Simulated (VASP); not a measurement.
# WS2 (Fm-3m) in VASP: single point with LDA+U

Aim: the single point of WS2 with LDA+U.

All numbers are computed with VASP 6.6.1; they aren't measurements. Logs are shortened: lines on timing, memory, paths and dates and some standing lists are left out, and cuts for length are marked.

## Step 1: The cell of the first run

The structure is cubic, space group Fm-3m (No. 225). Conventional cell: a = 6.016 Å, b = 6.016 Å, c = 6.016 Å, α = 90.00°, β = 90.00°, γ = 90.00°. Within 3.4 Å of W (site symmetry m-3m) lie 8 S at 2.60 Å. Within 3.4 Å of S (site symmetry -43m) lie 4 W at 2.60 Å and 6 S at 3.01 Å.

## Step 2: Single point, LDA+U

The input, INCAR:

```
  ALGO = Normal
  EDIFF = 1E-6
  ENCUT = 520
  ISIF = 2
  ISMEAR = 0
  LASPH = True
  LCHARG = False
  LDAU = True
  LDAUJ = 0.5 0
  LDAUL = 2 -1
  LDAUPRINT = 1
  LDAUTYPE = 1
  LDAUU = 7 0
  LMAXMIX = 4
  LREAL = False
  LWAVE = False
  NBANDS = 20
  NELM = 150
  PREC = Accurate
  SIGMA = 0.05
```

The input, KPOINTS:

```
k-points
0
Gamma
  6 6 6
```

The input, POSCAR:

```
WS2
1.0
    0.0000000000      3.0079352200      3.0079352200
    3.0079352200      0.0000000000      3.0079352200
    3.0079352200      3.0079352200      0.0000000000
W S
1 2
Direct
    0.0000000000      0.0000000000      0.0000000000
    0.2500000000      0.2500000000      0.2500000000
    0.7500000000      0.7500000000      0.7500000000
```

Potentials or basis: VASP PAW LDA potentials, release 64 (W_sv, S).

Command:

```bash
$ cat potpaw_LDA.64/W_sv/POTCAR potpaw_LDA.64/S/POTCAR > POTCAR
$ mpirun -np 1 vasp_std > vasp.out
```

OUTCAR:

```text
EDIFF = 1E-6
   ENCUT = 520
   ISIF = 2
   ISMEAR = 0
   LASPH = True
   LREAL = False
   NELM = 150
   PREC = Accurate

 ion  position               nearest neighbor table
   1  0.000  0.000  0.000-   3 2.60   3 2.60   3 2.60   2 2.60   3 2.60   2 2.60   2 2.60   2 2.60

   2  0.250  0.250  0.250-   1 2.60   1 2.60   1 2.60   1 2.60
   3  0.750  0.750  0.750-   1 2.60   1 2.60   1 2.60   1 2.60

  LATTYP: Found a face centered cubic cell.
 ALAT       =     6.0158704400

  Lattice vectors:

 A1 = (   0.0000000000,   3.0079352200,   3.0079352200)
 A2 = (   3.0079352200,   0.0000000000,   3.0079352200)
 A3 = (   3.0079352200,   3.0079352200,   0.0000000000)

Analysis of symmetry for initial positions (statically):
=====================================================================
 Subroutine PRICEL returns:
 Original cell was already a primitive cell.

 Routine SETGRP: Setting up the symmetry group for a
 face centered cubic supercell.

 Subroutine GETGRP returns: Found 48 space group operations
 (whereof 48 operations were pure point group operations)
 out of a pool of 48 trial point group operations.

The static configuration has the point symmetry O_h .

Analysis of symmetry for dynamics (positions and initial velocities):
=====================================================================
 Subroutine PRICEL returns:
 Original cell was already a primitive cell.

 Routine SETGRP: Setting up the symmetry group for a
 face centered cubic supercell.

 Subroutine GETGRP returns: Found 48 space group operations
 (whereof 48 operations were pure point group operations)
 out of a pool of 48 trial point group operations.

The dynamic configuration has the point symmetry O_h .

 Subroutine INISYM returns: Found 48 space group operations
 (whereof 48 operations are pure point group operations),
 and found     1 'primitive' translations

----------------------------------------------------------------------------------------

                                     Primitive cell

  volume of cell :      54.4296

  direct lattice vectors                    reciprocal lattice vectors
     0.000000000  3.007935220  3.007935220    -0.166226984  0.166226984  0.166226984
     3.007935220  0.000000000  3.007935220     0.166226984 -0.166226984  0.166226984
     3.007935220  3.007935220  0.000000000     0.166226984  0.166226984 -0.166226984

  length of vectors
     4.253862783  4.253862783  4.253862783     0.287913582  0.287913582  0.287913582

  position of ions in fractional coordinates (direct lattice)
     0.000000000  0.000000000  0.000000000
     0.250000000  0.250000000  0.250000000
     0.750000000  0.750000000  0.750000000

  ion indices of the primitive-cell ions
   primitive index   ion index
                 1           1
                 2           2
                 3           3

----------------------------------------------------------------------------------------

 KPOINTS: k-points

Automatic generation of k-mesh.
 Grid dimensions read from file:
 generate k-points for:    6    6    6

 Generating k-lattice:

  Cartesian coordinates                     Fractional coordinates (reciprocal lattice)
    -0.027704497  0.027704497  0.027704497     0.166666667  0.000000000  0.000000000
     0.027704497 -0.027704497  0.027704497     0.000000000  0.166666667  0.000000000
     0.027704497  0.027704497 -0.027704497     0.000000000  0.000000000  0.166666667
[... 31 lines left out ...]
   number of dos      NEDOS =    301   number of ions     NIONS =      3
   total plane-waves  NPLWV =  32768
   dimension x,y,z NGX =    32 NGY =   32 NGZ =   32
   dimension x,y,z NGXF=    64 NGYF=   64 NGZF=   64
   ions per type =               1   2
   NGX,Y,Z   is equivalent  to a cutoff of  12.51, 12.51, 12.51 a.u.
   NGXF,Y,Z  is equivalent  to a cutoff of  25.01, 25.01, 25.01 a.u.
 SYSTEM =  unknown system
   PREC   = accura    normal or accurate (medium, high low for compatibility)
   ISTART =      0    job   : 0-new  1-cont  2-samecut
   ICHARG =      2    charge: 1-file 2-atom 10-const
   ISPIN  =      1    spin polarized calculation?
   LNONCOLLINEAR =      F non collinear calculations
   LSORBIT =      F    spin-orbit coupling
   LASPH  =      T    aspherical Exc in radial PAW
   ENCUT  =  520.0 eV  38.22 Ry    6.18 a.u.   7.91  7.91  7.91*2*pi/ulx,y,z
   NELM   =    150;   NELMIN=  2; NELMDL= -5     # of ELM steps
   EDIFF  = 0.1E-05   stopping-criterion for ELM
   LREAL  =      F    real-space projection
   EDIFFG = 0.1E-04   stopping-criterion for IOM
   NSW    =      0    number of steps for IOM
   IBRION =     -1    ionic relax: 0-MD 1-quasi-New 2-CG
   NFREE  =      0    steps in history (QN), initial steepest desc. (CG)
   ISIF   =      2    stress and relaxation
   ISYM   =      2    0-nonsym 1-usesym 2-fastsym
   POTIM  = 0.5000    time-step for ionic-motion
   TEBEG  =    0.0;   TEEND  =   0.0 temperature during run
   PSTRESS=    0.0 pullay stress
   NELECT =      26.0000    total number of electrons
   NUPDOWN=      -1.0000    fix difference up-down
   EMIN   =  10.00;   EMAX   =-10.00  energy-range for DOS
   EFERMI =   0.00;   METHOD = LEGACY
   ISMEAR =     0;   SIGMA  =   0.05  broadening in eV -4-tet -1-fermi 0-gaus
   EFERMI_NEDOS =   21; number of points for ismear=-14 and -15
   IALGO  =     38    algorithm
   IMIX   =      4    mixing-type and parameters
     AMIX     =   0.40;   BMIX     =  1.00
     AMIX_MAG =   1.60;   BMIX_MAG =  1.00
  volume/ion in A,a.u.               =      18.14       122.44
  Fermi-wavevector in a.u.,A,eV,Ry     =   1.279737  2.418353 22.282634  1.637727
  Thomas-Fermi vector in A             =   2.412205
   LORBIT       =      0    0 simple, 1 ext, 2 COOP (PROOUT), +10 PAW based schemes
 LDA+U is selected, type is set to LDAUTYPE =  1
   angular momentum for each species LDAUL =     2   -1
   U (eV)           for each species LDAUU =   7.0  0.0
   J (eV)           for each species LDAUJ =   0.5  0.0
   GGA     = CA    functional components
   LHFCALC =     F    Hartree Fock is set to
   AEXX    =    0.0000 exact exchange contribution
   IVDW    =     0    specifies the selected vdW correction
   LEPSILON=     F    determine dielectric tensor
   LRPA    =     F    only Hartree local field effects (RPA)
 non-spin polarized calculation
 Gauss-broadening in eV      SIGMA  =   0.05
  energy-cutoff  :      520.00
  volume of cell :       54.43
 maximum number of plane-waves:      1484
   NGX = 15   NGY = 15   NGZ = 15

atom =   1  type =  1  l = 2

 onsite density matrix

spin component  1

  0.2598  0.0000  0.0000 -0.0000 -0.0000
  0.0000  0.2598  0.0000 -0.0000  0.0000
  0.0000  0.0000  0.3841 -0.0000  0.0000
 -0.0000 -0.0000 -0.0000  0.2598  0.0000
 -0.0000  0.0000  0.0000  0.0000  0.3841

spin component  2

  0.2598  0.0000  0.0000 -0.0000 -0.0000
  0.0000  0.2598  0.0000 -0.0000  0.0000
  0.0000  0.0000  0.3841 -0.0000  0.0000
 -0.0000 -0.0000 -0.0000  0.2598  0.0000
 -0.0000  0.0000  0.0000  0.0000  0.3841

 occupancies and eigenvectors

  o =  0.2598  v =  1.0000  0.0000  0.0000  0.0000  0.0000  0.0000  0.0000  0.0000  0.0000  0.0000      0.0000  0.0000  0.0000  0.0000  0.0000  0.0000  0.0000  0.0000  0.0000  0.0000
  o =  0.2598  v =  0.0000  0.0000  0.0000  0.0000  0.0000  1.0000  0.0000  0.0000  0.0000  0.0000      0.0000  0.0000  0.0000  0.0000  0.0000  0.0000  0.0000  0.0000  0.0000  0.0000
  o =  0.2598  v =  0.0000  0.9881 -0.0000 -0.1538 -0.0000  0.0000  0.0000  0.0000  0.0000  0.0000      0.0000  0.0000  0.0000  0.0000  0.0000  0.0000  0.0000  0.0000  0.0000  0.0000
  o =  0.2598  v =  0.0000  0.0000  0.0000  0.0000  0.0000  0.0000  0.9881 -0.0000 -0.1538 -0.0000      0.0000  0.0000  0.0000  0.0000  0.0000  0.0000  0.0000  0.0000  0.0000  0.0000
  o =  0.2598  v =  0.0000  0.0000  0.0000  0.0000  0.0000  0.0000  0.1538  0.0000  0.9881 -0.0000      0.0000  0.0000  0.0000  0.0000  0.0000  0.0000  0.0000  0.0000  0.0000  0.0000
  o =  0.2598  v =  0.0000  0.1538  0.0000  0.9881 -0.0000  0.0000  0.0000  0.0000  0.0000  0.0000      0.0000  0.0000  0.0000  0.0000  0.0000  0.0000  0.0000  0.0000  0.0000  0.0000
  o =  0.3841  v =  0.0000  0.0000  0.0000  0.0000  0.0000  0.0000  0.0000  0.9994 -0.0000 -0.0343      0.0000  0.0000  0.0000  0.0000  0.0000  0.0000  0.0000  0.0000  0.0000  0.0000
  o =  0.3841  v =  0.0000  0.0000  0.9994 -0.0000 -0.0343  0.0000  0.0000  0.0000  0.0000  0.0000      0.0000  0.0000  0.0000  0.0000  0.0000  0.0000  0.0000  0.0000  0.0000  0.0000
  o =  0.3841  v =  0.0000  0.0000  0.0000  0.0000  0.0000  0.0000  0.0000  0.0343  0.0000  0.9994      0.0000  0.0000  0.0000  0.0000  0.0000  0.0000  0.0000  0.0000  0.0000  0.0000
  o =  0.3841  v =  0.0000  0.0000  0.0343  0.0000  0.9994  0.0000  0.0000  0.0000  0.0000  0.0000      0.0000  0.0000  0.0000  0.0000  0.0000  0.0000  0.0000  0.0000  0.0000  0.0000

 number of electron      26.0000000 magnetization

 Free energy of the ion-electron system (eV)
  ---------------------------------------------------
  ext. energy  EPLUGINS =         0.00000000
  ---------------------------------------------------
  free energy    TOTEN  =       -16.55707309 eV

  energy without entropy =      -16.55076698  energy(sigma->0) =      -16.55392004

 E-fermi :   7.3064     XC(G=0): -11.2738

 val. band max:        7.2376845084   @ k =  -0.3333   0.3333   0.1667
 cond. band min:       7.3170683636   @ k =   0.5000   0.1667   0.0000
 fundamental gap:      0.0793838552
 Fermi energy:         7.3064253158

 k-point     1 :       0.0000    0.0000    0.0000
  band No.  band energies     occupation
      1     -67.7525      2.00000
      2     -32.0875      2.00000
      3     -32.0875      2.00000
      4     -32.0875      2.00000
      5      -7.9417      2.00000
      6      -3.5957      2.00000
[... 357 lines left out ...]
     19      14.5758      0.00000
     20      15.2311      0.00000

------------------------ aborting loop because EDIFF is reached ----------------------------------------

  FORCE on cell =-STRESS in cart. coord.  units (eV):
  Direction    XX          YY          ZZ          XY          YZ          ZX
  --------------------------------------------------------------------------------------
  -------------------------------------------------------------------------------------
  Total       -3.9039071     -3.9039071     -3.9039071     -0.0000000     -0.0000000      0.0000000
  in kB     -114.9144451   -114.9144451   -114.9144451     -0.0000000     -0.0000000      0.0000000
  external PRESSURE =    -114.9144451 kB  Pullay stress =       0.0000000 kB

 VOLUME and BASIS-vectors are now :
 -----------------------------------------------------------------------------
  energy-cutoff  :      520.00
  volume of cell :       54.43
      direct lattice vectors                 reciprocal lattice vectors
     0.000000000  3.007935220  3.007935220    -0.166226984  0.166226984  0.166226984
     3.007935220  0.000000000  3.007935220     0.166226984 -0.166226984  0.166226984
     3.007935220  3.007935220  0.000000000     0.166226984  0.166226984 -0.166226984

 POSITION                                       TOTAL-FORCE (eV/Angst)
 -----------------------------------------------------------------------------------
      0.00000      0.00000      0.00000        -0.000000     -0.000000     -0.000000
      1.50397      1.50397      1.50397         0.000000      0.000000      0.000000
      4.51190      4.51190      4.51190        -0.000000     -0.000000     -0.000000
 -----------------------------------------------------------------------------------
    total drift:                                0.000000     -0.000000      0.000000

  FREE ENERGIE OF THE ION-ELECTRON SYSTEM (eV)
  ---------------------------------------------------
  free  energy   TOTEN  =       -16.5570730881 eV

  energy  without entropy=      -16.5507669826  energy(sigma->0) =      -16.55392004
```

Run time: 8.9 s. Hardware: 1 thread of Intel Xeon 6975P-C, shared host; peak memory 0.16 GiB.

What came out:

- Free energy: -16.5571 eV
- Pressure: -11.5 GPa
- Band gap on the k mesh: zero (band 13 reaches 7.55 eV, above the bottom of band 14 at 6.49 eV)

Levels at points of the mesh, in eV from the Fermi level:
```csv
k point,band 9,band 10,band 11,band 12,band 13,band 14,band 15,band 16,band 17,band 18
"(0.00, 0.00, 0.00)",-5.74,-0.93,-0.93,-0.82,-0.82,-0.82,4.33,4.46,4.46,4.46
"(0.50, 0.00, 0.00)",-4.43,-3.19,-3.12,-3.12,-0.30,-0.30,2.10,4.36,4.36,6.41
"(0.50, 0.50, 0.00)",-5.11,-2.24,-2.24,-1.28,0.13,0.59,2.26,3.60,3.60,5.35
```

Eigenvalues of the final occupation matrices:
| site | spin | trace | eigenvalues |
| --- | --- | --- | --- |
| site 1 d | 1 | 1.55 | 0.26 0.26 0.26 0.38 0.38 |
| site 1 d | 2 | 1.55 | 0.26 0.26 0.26 0.38 0.38 |

Caveat: spin-orbit coupling is left out, which moves the levels of the heavy elements; U without spin polarisation on a metal has little footing.
